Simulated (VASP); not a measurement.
# B3C2 (P6_3/m) in VASP: further runs

B3C2 is run at these levels: PBE; tasks: single point.

Program: VASP 6.6.1. These are calculated values, not measurements. Logs are shortened: lines on timing, memory, paths and dates and some standing lists are left out, and cuts for length are marked.

### Step 1. The cell of the first run

It takes space group P6_3/m (No. 176, hexagonal). The conventional cell has a = 5.911 Å, b = 5.911 Å, c = 3.648 Å, α = 90.00°, β = 90.00°, γ = 120.00°. Within 3.0 Å of B (site symmetry m) lie 5 C at 2.27 to 2.42 Å and 8 B at 2.71 to 2.76 Å. C (site symmetry -6) has 9 B at 2.30 to 2.42 Å within 3.0 Å. C (site symmetry -3) has 2 C at 1.82 Å and 6 B at 2.27 Å within 2.4 Å.

The cell was built from a structure type or drawn by symmetry, and may not be a known phase.

### Step 2. Single point, PBE, collinear spin

Contents of INCAR:

```
PREC     = Accurate       # precision mode
ENCUT    = 520            # plane-wave cutoff, eV
EDIFF    = 1E-7           # SCF threshold, eV
ISMEAR   = 0              # smearing method
SIGMA    = 0.1            # smearing width, eV
LREAL    = F              # projectors in reciprocal space
LASPH    = T              # aspherical terms in the spheres
NELM     = 150            # most SCF steps
ALGO     = Normal         # electronic algorithm
ISIF     = 2              # what is computed and relaxed
LWAVE    = F              # write WAVECAR
LCHARG   = F              # write CHGCAR
ISPIN    = 2              # spin polarisation
MAGMOM   = 0 0 0 0 0 0 1 1 1 1 # initial moments
LORBIT   = 11             # projections on sites
GGA      = PE             # functional
NBANDS   = 32             # bands
```

Contents of KPOINTS:

```
regular mesh
0
Gamma
  3 3 6
```

Contents of POSCAR:

```
B3C2
1.0
    5.9106623200      0.0000000000      0.0000000000
   -2.9553311600      5.1187837200      0.0000000000
    0.0000000000      0.0000000000      3.6483294700
B C
6 4
Direct
    0.6949472400      0.6158427000      0.2500000000
    0.6158427000      0.9208954600      0.7500000000
    0.9208954600      0.3050527600      0.2500000000
    0.0791045400      0.6949472400      0.7500000000
    0.3050527600      0.3841573000      0.7500000000
    0.3841573000      0.0791045400      0.2500000000
    0.6666666700      0.3333333300      0.7500000000
    0.3333333300      0.6666666700      0.2500000000
    0.0000000000      0.0000000000      0.5000000000
    0.0000000000      0.0000000000      0.0000000000
```

Potentials or basis: VASP PAW PBE potentials, release 64 (B, C).

Run with:

```bash
> cat potpaw_PBE.64/B/POTCAR potpaw_PBE.64/C/POTCAR > POTCAR
> mpirun -np 1 vasp_std > vasp.out
```

OUTCAR:

```text
PREC = Accurate
   ENCUT = 520
   EDIFF = 1E-7
   ISMEAR = 0
   LREAL = F
   LASPH = T
   NELM = 150
   ISIF = 2
   ISPIN = 2
   LORBIT = 11
   GGA = PE

 ion  position               nearest neighbor table
   1  0.695  0.616  0.250-
   2  0.616  0.921  0.750-
   3  0.921  0.305  0.250-
   4  0.079  0.695  0.750-
   5  0.305  0.384  0.750-
   6  0.384  0.079  0.250-
   7  0.667  0.333  0.750-
   8  0.333  0.667  0.250-
   9  0.000  0.000  0.500-  10 1.82  10 1.82
  10  0.000  0.000  0.000-   9 1.82   9 1.82

  LATTYP: Found a hexagonal cell.
 ALAT       =     5.9106623200
 C/A-ratio  =     0.6172454579

  Lattice vectors:

 A1 = (   5.9106623200,   0.0000000000,   0.0000000000)
 A2 = (  -2.9553311600,   5.1187837200,   0.0000000000)
 A3 = (   0.0000000000,   0.0000000000,   3.6483294700)

Analysis of symmetry for initial positions (statically):
=====================================================================
 Subroutine PRICEL returns:
 Original cell was already a primitive cell.

 Routine SETGRP: Setting up the symmetry group for a
 hexagonal supercell.

 Subroutine GETGRP returns: Found 12 space group operations
 (whereof  6 operations were pure point group operations)
 out of a pool of 24 trial point group operations.

The static configuration has the point symmetry S_6 .
 The point group associated with its full space group is C_6h.

Analysis of symmetry for dynamics (positions and initial velocities):
=====================================================================
 Subroutine PRICEL returns:
 Original cell was already a primitive cell.

 Routine SETGRP: Setting up the symmetry group for a
 hexagonal supercell.

 Subroutine GETGRP returns: Found 12 space group operations
 (whereof  6 operations were pure point group operations)
 out of a pool of 24 trial point group operations.

The dynamic configuration has the point symmetry S_6 .
 The point group associated with its full space group is C_6h.

Analysis of structural, dynamic, and magnetic symmetry:
=====================================================================
 Subroutine PRICEL returns:
 Original cell was already a primitive cell.

 Routine SETGRP: Setting up the symmetry group for a
 hexagonal supercell.

 Subroutine GETGRP returns: Found 12 space group operations
 (whereof  6 operations were pure point group operations)
 out of a pool of 24 trial point group operations.

The overall configuration has the point symmetry S_6 .
 The point group associated with its full space group is C_6h.

 Subroutine INISYM returns: Found 12 space group operations
 (whereof  6 operations are pure point group operations),
 and found     1 'primitive' translations

----------------------------------------------------------------------------------------

                                     Primitive cell

  volume of cell :     110.3817

  direct lattice vectors                    reciprocal lattice vectors
     5.910662320  0.000000000  0.000000000     0.169185777  0.097679454  0.000000000
    -2.955331160  5.118783720  0.000000000     0.000000000  0.195358908  0.000000000
     0.000000000  0.000000000  3.648329470     0.000000000  0.000000000  0.274098052

  length of vectors
     5.910662320  5.910662318  3.648329470     0.195358908  0.195358908  0.274098052

  position of ions in fractional coordinates (direct lattice)
     0.694947240  0.615842700  0.250000000
     0.615842700  0.920895460  0.750000000
     0.920895460  0.305052760  0.250000000
     0.079104540  0.694947240  0.750000000
     0.305052760  0.384157300  0.750000000
     0.384157300  0.079104540  0.250000000
     0.666666670  0.333333330  0.750000000
     0.333333330  0.666666670  0.250000000
     0.000000000  0.000000000  0.500000000
     0.000000000  0.000000000  0.000000000

  ion indices of the primitive-cell ions
   primitive index   ion index
                 1           1
                 2           2
                 3           3
                 4           4
                 5           5
                 6           6
                 7           7
                 8           8
                 9           9
                10          10

----------------------------------------------------------------------------------------

 KPOINTS: regular mesh

Automatic generation of k-mesh.
 Grid dimensions read from file:
 generate k-points for:    3    3    6

 Generating k-lattice:

  Cartesian coordinates                     Fractional coordinates (reciprocal lattice)
     0.056395259  0.032559818  0.000000000     0.333333333 -0.000000000  0.000000000
     0.000000000  0.065119636  0.000000000     0.000000000  0.333333333  0.000000000
     0.000000000  0.000000000  0.045683009     0.000000000  0.000000000  0.166666667

  Length of vectors
     0.065119636  0.065119636  0.045683009

  Shift w.r.t. Gamma in fractional coordinates (k-lattice)
     0.000000000  0.000000000  0.000000000

[... 65 lines left out ...]
   IVDW    =     0    specifies the selected vdW correction
   LEPSILON=     F    determine dielectric tensor
   LRPA    =     F    only Hartree local field effects (RPA)
 spin polarized calculation
 Gauss-broadening in eV      SIGMA  =   0.10
  energy-cutoff  :      520.00
  volume of cell :      110.38
 maximum number of plane-waves:      3003
 NGX is ok and might be reduce to    48
   NGX = 21   NGY = 21   NGZ = 13

 number of electron      34.0000002 magnetization      -0.0015497

 number of electron      34.0000002 magnetization       0.0000597

 Free energy of the ion-electron system (eV)
  ---------------------------------------------------
  ext. energy  EPLUGINS =         0.00000000
  ---------------------------------------------------
  free energy    TOTEN  =       -44.76376450 eV

  energy without entropy =      -44.74648120  energy(sigma->0) =      -44.75512285

 E-fermi :   3.5208     XC(G=0): -10.5282

 val. band max:        3.5035753267   @ k =   0.3333   0.3333   0.0000
 cond. band min:       3.5828886176   @ k =   0.0000   0.0000   0.3333
 fundamental gap:      0.0793132909
 Fermi energy:         3.5207629397

 spin component 1

 k-point     1 :       0.0000    0.0000    0.0000
  band No.  band energies     occupation
      1     -11.1613      1.00000
      2      -8.0550      1.00000
      3      -6.5588      1.00000
      4      -4.3711      1.00000
      5      -4.3711      1.00000
      6      -3.5006      1.00000
[... 351 lines left out ...]
      6      -4.4874      1.00000
[... 21 lines left out ...]
     28       8.4177      0.00000
     29       9.2002      0.00000
 Fermi energy:         3.5207629397

 spin component 2

 k-point     1 :       0.0000    0.0000    0.0000
  band No.  band energies     occupation
      1     -11.1613      1.00000
      2      -8.0550      1.00000
      3      -6.5588      1.00000
      4      -4.3711      1.00000
      5      -4.3711      1.00000
      6      -3.5006      1.00000
[... 351 lines left out ...]
      6      -4.4874      1.00000
[... 21 lines left out ...]
     28       8.4177      0.00000
     29       9.2003      0.00000
 [bands above 29 left out]

------------------------ aborting loop because EDIFF is reached ----------------------------------------

  FORCE on cell =-STRESS in cart. coord.  units (eV):
  Direction    XX          YY          ZZ          XY          YZ          ZX
  --------------------------------------------------------------------------------------
  -------------------------------------------------------------------------------------
  Total      -26.7655057    -26.7655057    -25.4709377      0.0000000      0.0000000      0.0000000
  in kB     -388.4982405   -388.4982401   -369.7077344      0.0000003      0.0000000      0.0000000
  external PRESSURE =    -382.2347383 kB  Pullay stress =       0.0000000 kB

 VOLUME and BASIS-vectors are now :
 -----------------------------------------------------------------------------
  energy-cutoff  :      520.00
  volume of cell :      110.38
      direct lattice vectors                 reciprocal lattice vectors
     5.910662320  0.000000000  0.000000000     0.169185777  0.097679454  0.000000000
    -2.955331160  5.118783720  0.000000000     0.000000000  0.195358908  0.000000000
     0.000000000  0.000000000  3.648329470     0.000000000  0.000000000  0.274098052

 POSITION                                       TOTAL-FORCE (eV/Angst)
 -----------------------------------------------------------------------------------
      2.28758      3.15237      0.91208        -0.304674      0.647197      0.000000
      0.91849      4.71386      2.73625         0.408152      0.587454      0.000000
      4.54157      1.56150      0.91208         0.712827     -0.059743     -0.000000
     -1.58624      3.55728      2.73625        -0.712827      0.059743      0.000000
      0.66775      1.96642      2.73625         0.304674     -0.647197      0.000000
      2.03684      0.40492      0.91208        -0.408152     -0.587454     -0.000000
      2.95533      1.70626      2.73625         0.000000      0.000000     -0.000000
     -0.00000      3.41252      0.91208         0.000000      0.000000     -0.000000
      0.00000      0.00000      1.82416         0.000000      0.000000      0.000000
      0.00000      0.00000      0.00000        -0.000000      0.000000      0.000000
 -----------------------------------------------------------------------------------
    total drift:                                0.000000      0.000000      0.000000

  FREE ENERGIE OF THE ION-ELECTRON SYSTEM (eV)
  ---------------------------------------------------
  free  energy   TOTEN  =       -44.7637645005 eV

  energy  without entropy=      -44.7464811970  energy(sigma->0) =      -44.75512285

 total charge

# of ion       s       p       d       tot
------------------------------------------
    1        0.771   0.550   0.000   1.321
    2        0.771   0.550   0.000   1.321
    3        0.771   0.550   0.000   1.321
    4        0.771   0.550   0.000   1.321
    5        0.771   0.550   0.000   1.321
    6        0.771   0.550   0.000   1.321
    7        0.994   1.029   0.000   2.022
    8        0.994   1.029   0.000   2.022
    9        0.906   1.185   0.000   2.091
   10        0.906   1.185   0.000   2.091
--------------------------------------------------
tot          8.427   7.725   0.000  16.152

 magnetization (x)

# of ion       s       p       d       tot
------------------------------------------
    1        0.000   0.000   0.000   0.000
    2        0.000   0.000   0.000   0.000
    3        0.000   0.000   0.000   0.000
    4        0.000   0.000   0.000   0.000
    5        0.000   0.000   0.000   0.000
    6        0.000   0.000   0.000   0.000
    7       -0.000  -0.000   0.000  -0.000
    8       -0.000  -0.000   0.000  -0.000
    9       -0.000   0.000   0.000   0.000
   10       -0.000   0.000   0.000   0.000
--------------------------------------------------
tot          0.000   0.000   0.000   0.000
```

Wall time 50 s (1 thread of Intel Xeon 6975P-C (Granite Rapids), shared host); peak memory 0.3 GiB.

Results:

```yaml
Free_energy: -44.7638 eV
Pressure: -38.2 GPa
Largest_force: 0.715 eV/Å
Band_gap_on_the_k_mesh: zero (filled and empty bands overlap)
Net_moment: 0.00 μB per cell
Valence_electrons_inside_the_program's_atomic_spheres: B 1.32; C 2.02, 2.09 (each value once)
```

Forces on the atoms (eV/Å):
```
B   -0.305  0.647  0.000
B    0.408  0.587  0.000
B    0.713 -0.060  0.000
B   -0.713  0.060  0.000
B    0.305 -0.647  0.000
B   -0.408 -0.587  0.000
C    0.000  0.000  0.000
C    0.000  0.000  0.000
C    0.000  0.000  0.000
C    0.000  0.000  0.000
```

Stress tensor (GPa, compression positive):
```
-38.85   0.00   0.00
  0.00 -38.85   0.00
  0.00   0.00 -36.97
```

Levels at points of the mesh, in eV from the Fermi level:
Spin up:
| k point | band 13 | band 14 | band 15 | band 16 | band 17 | band 18 | band 19 | band 20 | band 21 | band 22 |
| --- | --- | --- | --- | --- | --- | --- | --- | --- | --- | --- |
| (0.00, 0.00, 0.00) | -1.56 | -1.56 | -0.79 | -0.08 | -0.08 | 0.87 | 0.87 | 1.32 | 1.32 | 1.71 |
| (0.00, 0.00, 0.50) | -4.50 | -4.50 | 0.84 | 0.84 | 0.86 | 0.86 | 0.86 | 0.86 | 3.29 | 3.29 |
Spin down:
```csv
k point,band 13,band 14,band 15,band 16,band 17,band 18,band 19,band 20,band 21,band 22
"(0.00, 0.00, 0.00)",-1.56,-1.56,-0.79,-0.08,-0.08,0.87,0.87,1.32,1.32,1.71
"(0.00, 0.00, 0.50)",-4.50,-4.50,0.84,0.84,0.86,0.86,0.86,0.86,3.29,3.29
```

Caveat: the k points lie up to 0.41 Å⁻¹ apart, too coarse for converged energies and pressures of a metal.

### Step 3. Single point, PBE

This run uses another cell than the first one, of 6.90 Å³/atom.

Contents of INCAR:

```
SYSTEM = B3C2
ALGO = Normal
EDIFF = 1E-7
ENCUT = 520
GGA = PE
ISIF = 2
ISMEAR = 0
LASPH = .TRUE.
LCHARG = .FALSE.
LREAL = .FALSE.
LWAVE = .FALSE.
NBANDS = 28
NELM = 100
PREC = Accurate
SIGMA = 0.1
```

Contents of KPOINTS:

```
k-points
0
G
  12 12 8
  0 0 0
```

Contents of POSCAR:

```
B3C2
1.0
    3.9562258941      0.0000000000      0.0000000000
   -1.9781129471      3.4261921274      0.0000000000
    0.0000000000      0.0000000000      5.0897344899
B C
6 4
Direct
    0.7123906906      0.6536480746      0.2500000000
    0.6536480746      0.9412573840      0.7500000000
    0.9412573840      0.2876093094      0.2500000000
    0.0587426160      0.7123906906      0.7500000000
    0.2876093094      0.3463519254      0.7500000000
    0.3463519254      0.0587426160      0.2500000000
    0.6666666667      0.3333333333      0.7500000000
    0.3333333333      0.6666666667      0.2500000000
    0.0000000000      0.0000000000      0.5000000000
    0.0000000000      0.0000000000      0.0000000000
```

Potentials or basis: VASP PAW PBE potentials, release 64 (B, C).

Run with:

```bash
> cat potpaw_PBE.64/B/POTCAR potpaw_PBE.64/C/POTCAR > POTCAR
> mpirun -np 1 vasp_std > vasp.out
```

Wall time 1.8 min (1 thread of Intel Xeon 6975P-C (Granite Rapids), shared host); peak memory 0.29 GiB.

It converged, with:

```yaml
Free_energy: -65.8885 eV
Pressure: 0.2 GPa
Largest_force: 0.022 eV/Å
Band_gap_on_the_k_mesh: zero (bands 17 and 18 overlap by 1.62 eV)
```

Forces in eV/Å, atoms in the order of the input:
```
B    0.022 -0.004  0.000
B    0.007 -0.021  0.000
B   -0.015 -0.017  0.000
B    0.015  0.017  0.000
B   -0.022  0.004  0.000
B   -0.007  0.021  0.000
C    0.000  0.000  0.000
C    0.000  0.000  0.000
C    0.000  0.000  0.000
C    0.000  0.000  0.000
```

Stress tensor (GPa, compression positive):
```
0.20 0.00 0.00
0.00 0.20 0.00
0.00 0.00 0.05
```

Levels at points of the mesh, in eV from the Fermi level:
| k point | band 13 | band 14 | band 15 | band 16 | band 17 | band 18 | band 19 | band 20 | band 21 | band 22 |
| --- | --- | --- | --- | --- | --- | --- | --- | --- | --- | --- |
| (0.00, 0.00, 0.00) | -4.18 | -3.68 | -3.68 | -2.87 | -2.08 | -0.82 | -0.82 | 0.96 | 2.77 | 2.77 |
| (0.50, 0.00, 0.00) | -2.26 | -2.13 | -2.04 | -1.79 | -1.33 | 1.71 | 2.11 | 2.44 | 3.80 | 4.39 |
| (0.00, 0.00, 0.50) | -4.62 | -4.62 | -4.62 | -4.62 | 0.51 | 0.51 | 2.15 | 2.15 | 2.15 | 2.15 |
| (0.50, 0.00, 0.50) | -2.59 | -2.59 | -1.87 | -1.87 | 0.12 | 0.12 | 2.06 | 2.06 | 3.73 | 3.73 |

### Step 4. Single point, PBE, collinear spin

This run uses another cell than the first one, of 6.91 Å³/atom.

Contents of INCAR:

```
SYSTEM = B3C2
PREC = Accurate
ENCUT = 520
EDIFF = 1E-6
ISMEAR = 0
SIGMA = 0.1
LREAL = .False.
LASPH = .True.
NELM = 150
ALGO = Normal
ISIF = 2
LWAVE = .False.
LCHARG = .True.
ISPIN = 2
MAGMOM = 0 0 0 0 0 0 1 1 1 1
LORBIT = 11
GGA = PE
LELF = .True.
LVHAR = .True.
NBANDS = 32
```

Contents of KPOINTS:

```
Automatic mesh
0
Gamma
  6 6 4
  0 0 0
```

Contents of POSCAR:

```
B3C2
1.0
    3.9582542250      0.0000000000      0.0000000000
   -1.9791271125      3.4279487135      0.0000000000
    0.0000000000      0.0000000000      5.0904289470
B C
6 4
Direct
    0.7121869373      0.6537850162      0.2500000000
    0.6537850162      0.9415980789      0.7500000000
    0.9415980789      0.2878130627      0.2500000000
    0.0584019211      0.7121869373      0.7500000000
    0.2878130627      0.3462149838      0.7500000000
    0.3462149838      0.0584019211      0.2500000000
    0.6666666667      0.3333333333      0.7500000000
    0.3333333333      0.6666666667      0.2500000000
    0.0000000000      0.0000000000      0.5000000000
    0.0000000000      0.0000000000      0.0000000000
```

Run with:

```bash
> cat potpaw_PBE.64/B/POTCAR potpaw_PBE.64/C/POTCAR > POTCAR
> mpirun -np 1 vasp_std > vasp.out
```

It took 53 s on 1 thread of Intel Xeon 6975P-C (Granite Rapids), shared host; peak memory 0.24 GiB.

The run converged. Its results:

```yaml
Free_energy: -65.8727 eV
Pressure: 0.0 GPa
Largest_force: 0.018 eV/Å
Band_gap_on_the_k_mesh: zero (filled and empty bands overlap)
Net_moment: 0.00 μB per cell
Valence_electrons_inside_the_program's_atomic_spheres: B 1.83; C 2.59, 2.44 (each value once)
```

Forces on the atoms (eV/Å):
```
B    0.017  0.006  0.000
B    0.014 -0.011  0.000
B   -0.003 -0.018  0.000
B    0.003  0.018  0.000
B   -0.017 -0.006  0.000
B   -0.014  0.011  0.000
C    0.000  0.000  0.000
C    0.000  0.000  0.000
C    0.000  0.000  0.000
C    0.000  0.000  0.000
```

Stress tensor (GPa, compression positive):
```
 0.04  0.00  0.00
 0.00  0.04  0.00
 0.00  0.00 -0.05
```

Levels at points of the mesh, in eV from the Fermi level:
Spin up:
```tsv
k point	band 13	band 14	band 15	band 16	band 17	band 18	band 19	band 20	band 21	band 22
(0.00, 0.00, 0.00)	-4.22	-3.71	-3.71	-2.90	-2.11	-0.86	-0.86	0.93	2.72	2.72
(0.50, 0.00, 0.00)	-2.29	-2.16	-2.07	-1.82	-1.37	1.66	2.08	2.41	3.76	4.34
(0.00, 0.00, 0.50)	-4.66	-4.66	-4.66	-4.66	0.48	0.48	2.11	2.11	2.11	2.11
(0.50, 0.00, 0.50)	-2.62	-2.62	-1.91	-1.91	0.08	0.08	2.02	2.02	3.69	3.69
```
Spin down:
```csv
k point,band 13,band 14,band 15,band 16,band 17,band 18,band 19,band 20,band 21,band 22
"(0.00, 0.00, 0.00)",-4.22,-3.71,-3.71,-2.90,-2.11,-0.86,-0.86,0.93,2.72,2.72
"(0.50, 0.00, 0.00)",-2.29,-2.16,-2.07,-1.82,-1.37,1.66,2.08,2.41,3.76,4.34
"(0.00, 0.00, 0.50)",-4.66,-4.66,-4.66,-4.66,0.48,0.48,2.11,2.11,2.11,2.11
"(0.50, 0.00, 0.50)",-2.62,-2.62,-1.91,-1.91,0.08,0.08,2.02,2.02,3.69,3.69
```

### Step 5. Summary

```csv
spin,cell,k mesh,gap on the mesh (eV),pressure (GPa),moment (μB),largest force (eV/Å)
collinear,"a = 5.911, b = 5.911, c = 3.648 Å, angles 90.0, 90.0, 120.0°, 10 atoms, atomic positions A",3 × 3 × 6,none,-38.2,0.00,0.72
off,"a = 3.956, b = 3.956, c = 5.090 Å, angles 90.0, 90.0, 120.0°, 10 atoms, atomic positions B",12 × 12 × 8,none,0.2,-,0.02
collinear,"a = 3.958, b = 3.958, c = 5.090 Å, angles 90.0, 90.0, 120.0°, 10 atoms, atomic positions B",6 × 6 × 4,none,0.0,0.00,0.02
```

Alike in all rows: task single point; level PBE; potentials or basis VASP PAW PBE potentials, release 64 (B, C); cutoff (eV) 520; smearing gaussian 0.1 eV.

Caveats: some runs use coarse meshes.

Absolute energies hang on the potentials; compare differences alone.
